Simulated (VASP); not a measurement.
# Zr (Fm-3m) in VASP: single point with PBEsol

Aim: the single point of Zr with PBEsol.

All numbers are computed with VASP 6.6.1; they aren't measurements. Logs are shortened: lines on timing, memory, paths and dates and some standing lists are left out, and cuts for length are marked.

## 1. The cell of the first run

Symmetry: Fm-3m, No. 225, cubic system. Conventional cell: a = 4.600 Å, b = 4.600 Å, c = 4.600 Å, α = 90.00°, β = 90.00°, γ = 90.00°. Zr (site symmetry m-3m) has 12 Zr at 3.25 Å within 4.3 Å.

## 2. Single point, PBEsol

INCAR

```
SYSTEM = Zr
PREC     = Accurate       ! precision mode
ENCUT    = 500            ! plane-wave cutoff, eV
EDIFF    = 1E-6           ! SCF threshold, eV
ISMEAR   = -1             ! smearing method
SIGMA    = 0.1            ! smearing width, eV
LREAL    = .False.        ! projectors in reciprocal space
LASPH    = .True.         ! aspherical terms in the spheres
NELM     = 120            ! most SCF steps
ALGO     = Normal         ! electronic algorithm
ISIF     = 2              ! what is computed and relaxed
LWAVE    = .False.        ! write WAVECAR
LCHARG   = .False.        ! write CHGCAR
GGA      = PS             ! functional
NBANDS   = 12             ! bands
GGA_COMPAT= .False.
```

KPOINTS

```
regular mesh
0
Gamma
  11 11 11
  0 0 0
```

POSCAR

```
Zr
1.0
    0.0000000000      2.3000000000      2.3000000000
    2.3000000000      0.0000000000      2.3000000000
    2.3000000000      2.3000000000      0.0000000000
Zr
1
Direct
    0.5000000000      0.5000000000      0.5000000000
```

Potentials or basis: VASP PAW PBE potentials, release 64 (Zr_sv).

Command:

```console
cat potpaw_PBE.64/Zr_sv/POTCAR > POTCAR
mpirun -np 1 vasp_std > vasp.out
```

OUTCAR:

```text
SYSTEM = Zr
   PREC = Accurate
   ENCUT = 500
   EDIFF = 1E-6
   ISMEAR = -1
   LREAL = .False.
   LASPH = .True.
   NELM = 120
   ISIF = 2
   GGA = PS

 ion  position               nearest neighbor table
   1  0.500  0.500  0.500-

  LATTYP: Found a face centered cubic cell.
 ALAT       =     4.6000000000

  Lattice vectors:

 A1 = (   0.0000000000,   2.3000000000,   2.3000000000)
 A2 = (   2.3000000000,   0.0000000000,   2.3000000000)
 A3 = (   2.3000000000,   2.3000000000,   0.0000000000)

Analysis of symmetry for initial positions (statically):
=====================================================================
 Subroutine PRICEL returns:
 Original cell was already a primitive cell.

 Routine SETGRP: Setting up the symmetry group for a
 face centered cubic supercell.

 Subroutine GETGRP returns: Found 48 space group operations
 (whereof 48 operations were pure point group operations)
 out of a pool of 48 trial point group operations.

The static configuration has the point symmetry O_h .

Analysis of symmetry for dynamics (positions and initial velocities):
=====================================================================
 Subroutine PRICEL returns:
 Original cell was already a primitive cell.

 Routine SETGRP: Setting up the symmetry group for a
 face centered cubic supercell.

 Subroutine GETGRP returns: Found 48 space group operations
 (whereof 48 operations were pure point group operations)
 out of a pool of 48 trial point group operations.

The dynamic configuration has the point symmetry O_h .

 Subroutine INISYM returns: Found 48 space group operations
 (whereof 48 operations are pure point group operations),
 and found     1 'primitive' translations

----------------------------------------------------------------------------------------

                                     Primitive cell

  volume of cell :      24.3340

  direct lattice vectors                    reciprocal lattice vectors
     0.000000000  2.300000000  2.300000000    -0.217391304  0.217391304  0.217391304
     2.300000000  0.000000000  2.300000000     0.217391304 -0.217391304  0.217391304
     2.300000000  2.300000000  0.000000000     0.217391304  0.217391304 -0.217391304

  length of vectors
     3.252691193  3.252691193  3.252691193     0.376532784  0.376532784  0.376532784

  position of ions in fractional coordinates (direct lattice)
     0.500000000  0.500000000  0.500000000

  ion indices of the primitive-cell ions
   primitive index   ion index
                 1           1

----------------------------------------------------------------------------------------

 KPOINTS: regular mesh

Automatic generation of k-mesh.
 Grid dimensions read from file:
 generate k-points for:   11   11   11

 Generating k-lattice:

  Cartesian coordinates                     Fractional coordinates (reciprocal lattice)
    -0.019762846  0.019762846  0.019762846     0.090909091  0.000000000  0.000000000
     0.019762846 -0.019762846  0.019762846     0.000000000  0.090909091  0.000000000
     0.019762846  0.019762846 -0.019762846     0.000000000  0.000000000  0.090909091

  Length of vectors
     0.034230253  0.034230253  0.034230253

  Shift w.r.t. Gamma in fractional coordinates (k-lattice)
     0.000000000  0.000000000  0.000000000

 Subroutine IBZKPT returns following result:
 ===========================================

 Found     56 irreducible k-points:

 Following reciprocal coordinates:
            Coordinates               Weight
  0.000000  0.000000  0.000000      1.000000
  0.090909  0.000000  0.000000      8.000000
  0.181818  0.000000  0.000000      8.000000
  0.272727  0.000000  0.000000      8.000000
  0.363636  0.000000  0.000000      8.000000
  0.454545  0.000000  0.000000      8.000000
[... 16 lines left out ...]
 -0.272727  0.181818  0.000000     24.000000
 -0.181818  0.181818  0.000000     12.000000
 [... further k-points ...]
   k-points           NKPTS =     56   k-points in BZ     NKDIM =     56   number of bands    NBANDS=     12
   number of dos      NEDOS =    301   number of ions     NIONS =      1
   total plane-waves  NPLWV =  13824
   dimension x,y,z NGX =    24 NGY =   24 NGZ =   24
   dimension x,y,z NGXF=    48 NGYF=   48 NGZF=   48
   ions per type =               1
   NGX,Y,Z   is equivalent  to a cutoff of  12.27, 12.27, 12.27 a.u.
   NGXF,Y,Z  is equivalent  to a cutoff of  24.53, 24.53, 24.53 a.u.
 SYSTEM =  Zr
   PREC   = accura    normal or accurate (medium, high low for compatibility)
   ISTART =      0    job   : 0-new  1-cont  2-samecut
   ICHARG =      2    charge: 1-file 2-atom 10-const
   ISPIN  =      1    spin polarized calculation?
   LNONCOLLINEAR =      F non collinear calculations
   LSORBIT =      F    spin-orbit coupling
   LASPH  =      T    aspherical Exc in radial PAW
   ENCUT  =  500.0 eV  36.75 Ry    6.06 a.u.   5.93  5.93  5.93*2*pi/ulx,y,z
   NELM   =    120;   NELMIN=  2; NELMDL= -5     # of ELM steps
   EDIFF  = 0.1E-05   stopping-criterion for ELM
   LREAL  =      F    real-space projection
   EDIFFG = 0.1E-04   stopping-criterion for IOM
   NSW    =      0    number of steps for IOM
   IBRION =     -1    ionic relax: 0-MD 1-quasi-New 2-CG
   NFREE  =      0    steps in history (QN), initial steepest desc. (CG)
   ISIF   =      2    stress and relaxation
   ISYM   =      2    0-nonsym 1-usesym 2-fastsym
   POTIM  = 0.5000    time-step for ionic-motion
   TEBEG  =    0.0;   TEEND  =   0.0 temperature during run
   PSTRESS=    0.0 pullay stress
   NELECT =      12.0000    total number of electrons
   NUPDOWN=      -1.0000    fix difference up-down
   EMIN   =  10.00;   EMAX   =-10.00  energy-range for DOS
   EFERMI =   0.00;   METHOD = LEGACY
   ISMEAR =    -1;   SIGMA  =   0.10  broadening in eV -4-tet -1-fermi 0-gaus
   EFERMI_NEDOS =   21; number of points for ismear=-14 and -15
   IALGO  =     38    algorithm
   IMIX   =      4    mixing-type and parameters
     AMIX     =   0.40;   BMIX     =  1.00
     AMIX_MAG =   1.60;   BMIX_MAG =  1.00
  volume/ion in A,a.u.               =      24.33       164.21
  Fermi-wavevector in a.u.,A,eV,Ry     =   1.293394  2.444160 22.760741  1.672867
  Thomas-Fermi vector in A             =   2.425042
   LORBIT       =      0    0 simple, 1 ext, 2 COOP (PROOUT), +10 PAW based schemes
   GGA     = PS    functional components
   LHFCALC =     F    Hartree Fock is set to
   AEXX    =    0.0000 exact exchange contribution
   IVDW    =     0    specifies the selected vdW correction
   LEPSILON=     F    determine dielectric tensor
   LRPA    =     F    only Hartree local field effects (RPA)
 non-spin polarized calculation
  energy-cutoff  :      500.00
  volume of cell :       24.33
 maximum number of plane-waves:       628
   NGX = 11   NGY = 11   NGZ = 11

 number of electron      12.0000000 magnetization

 Free energy of the ion-electron system (eV)
  ---------------------------------------------------
  ext. energy  EPLUGINS =         0.00000000
  ---------------------------------------------------
  free energy    TOTEN  =        -9.02743271 eV

  energy without entropy =       -8.97932851  energy(sigma->0) =       -9.00338061

 E-fermi :   8.2650     XC(G=0): -11.0017

 val. band max:        8.1886388052   @ k =  -0.2727   0.4545   0.1818
 cond. band min:       8.2682864774   @ k =   0.2727   0.0000   0.0000
 fundamental gap:      0.0796476723
 Fermi energy:         8.2650347119

 k-point     1 :       0.0000    0.0000    0.0000
  band No.  band energies     occupation
      1     -40.4184      2.00000
      2     -18.0118      2.00000
      3     -18.0118      2.00000
      4     -18.0118      2.00000
      5       2.7909      2.00000
      6       9.2380      0.00012
      7       9.2380      0.00012
      8       9.2380      0.00012
      9      11.5103      0.00000
     10      11.5103      0.00000
     11      18.7042      0.00000
     12      22.6703      0.00000

 k-point     2 :       0.0909    0.0000    0.0000
  band No.  band energies     occupation
      1     -40.4092      2.00000
      2     -18.0823      2.00000
      3     -18.0206      2.00000
      4     -18.0206      2.00000
      5       3.0424      2.00000
      6       9.0165      0.00109
      7       9.3522      0.00004
      8       9.3522      0.00004
      9      11.4038      0.00000
     10      11.4038      0.00000
     11      19.2272      0.00000
     12      21.6847      0.00000

 k-point     3 :       0.1818    0.0000    0.0000
  band No.  band energies     occupation
      1     -40.3844      2.00000
      2     -18.2678      2.00000
      3     -18.0443      2.00000
      4     -18.0443      2.00000
      5       3.7272      2.00000
      6       8.5564      0.10297
      7       9.5545      0.00001
      8       9.5545      0.00001
      9      11.3074      0.00000
     10      11.3074      0.00000
     11      19.8316      0.00000
     12      20.8665      0.00000

 k-point     4 :       0.2727    0.0000    0.0000
  band No.  band energies     occupation
      1     -40.3516      2.00000
      2     -18.5034      2.00000
      3     -18.0749      2.00000
      4     -18.0749      2.00000
      5       4.6020      2.00000
      6       8.2683      0.98374
      7       9.5033      0.00001
      8       9.5033      0.00001
      9      11.6867      0.00000
     10      11.6867      0.00000
     11      18.7165      0.00000
     12      21.4563      0.00000

 k-point     5 :       0.3636    0.0000    0.0000
  band No.  band energies     occupation
      1     -40.3213      2.00000
      2     -18.7132      2.00000
      3     -18.1029      2.00000
      4     -18.1029      2.00000
      5       5.2253      2.00000
      6       8.5351      0.12585
      7       9.2628      0.00009
      8       9.2628      0.00009
      9      12.4608      0.00000
     10      12.4608      0.00000
     11      17.8327      0.00000
     12      20.0449      0.00000
[... 228 lines left out ...]
      1     -40.2865      2.00000
      2     -18.7681      2.00000
      3     -18.2889      2.00000
      4     -18.1699      2.00000
      5       6.2035      2.00000
      6       7.7812      1.98428
      7       8.8523      0.00562
      8       9.8359      0.00000
      9      13.0805      0.00000
     10      14.3197      0.00000
     11      16.6553      0.00000
     12      20.2266      0.00000

 k-point    22 :      -0.3636    0.1818    0.0000
  band No.  band energies     occupation
      1     -40.2925      2.00000
      2     -18.7289      2.00000
      3     -18.3066      2.00000
      4     -18.1411      2.00000
      5       6.2200      2.00000
      6       7.9668      1.90351
      7       8.5914      0.07367
      8       9.8097      0.00000
      9      12.2443      0.00000
     10      14.3871      0.00000
     11      17.4744      0.00000
     12      20.4561      0.00000

 k-point    23 :      -0.2727    0.1818    0.0000
  band No.  band energies     occupation
      1     -40.3127      2.00000
      2     -18.6181      2.00000
      3     -18.2809      2.00000
      4     -18.1027      2.00000
      5       5.8679      2.00000
      6       7.9488      1.91876
      7       8.5487      0.11076
      8       9.9761      0.00000
      9      11.2287      0.00000
     10      13.8077      0.00000
     11      18.9288      0.00000
     12      21.1740      0.00000

 k-point    24 :      -0.1818    0.1818    0.0000
  band No.  band energies     occupation
      1     -40.3407      2.00000
      2     -18.4808      2.00000
      3     -18.2071      2.00000
      4     -18.0667      2.00000
      5       5.0386      2.00000
      6       7.9697      1.90084
      7       9.0865      0.00054
      8      10.3168      0.00000
      9      10.3643      0.00000
     10      12.8250      0.00000
     11      19.8741      0.00000
     12      22.2076      0.00000

 [... further k-points ...]

------------------------ aborting loop because EDIFF is reached ----------------------------------------

  FORCE on cell =-STRESS in cart. coord.  units (eV):
  Direction    XX          YY          ZZ          XY          YZ          ZX
  --------------------------------------------------------------------------------------
  -------------------------------------------------------------------------------------
  Total       -1.1006248     -1.1006248     -1.1006248      0.0000000      0.0000000     -0.0000000
  in kB      -72.4663481    -72.4663481    -72.4663481      0.0000000      0.0000000     -0.0000000
  external PRESSURE =     -72.4663481 kB  Pullay stress =       0.0000000 kB

 VOLUME and BASIS-vectors are now :
 -----------------------------------------------------------------------------
  energy-cutoff  :      500.00
  volume of cell :       24.33
      direct lattice vectors                 reciprocal lattice vectors
     0.000000000  2.300000000  2.300000000    -0.217391304  0.217391304  0.217391304
     2.300000000  0.000000000  2.300000000     0.217391304 -0.217391304  0.217391304
     2.300000000  2.300000000  0.000000000     0.217391304  0.217391304 -0.217391304

 POSITION                                       TOTAL-FORCE (eV/Angst)
 -----------------------------------------------------------------------------------
      2.30000      2.30000      2.30000         0.000000      0.000000     -0.000000
 -----------------------------------------------------------------------------------
    total drift:                               -0.000000     -0.000000      0.000000

  FREE ENERGIE OF THE ION-ELECTRON SYSTEM (eV)
  ---------------------------------------------------
  free  energy   TOTEN  =        -9.0274327082 eV

  energy  without entropy=       -8.9793285127  energy(sigma->0) =       -9.00338061
```

Run time: 4.7 s. Hardware: 1 thread of Intel Xeon 6975P-C (Granite Rapids), shared host; peak memory 0.14 GiB.

Results:

```
Free energy            : -9.0274 eV
Pressure               : -7.2 GPa
Band gap on the k mesh : zero (band 6 reaches 9.24 eV, above the bottom of band 7 at 7.98 eV)
```

Caveat: the PAW data sets were made with another functional, which shifts forces and pressure a little.
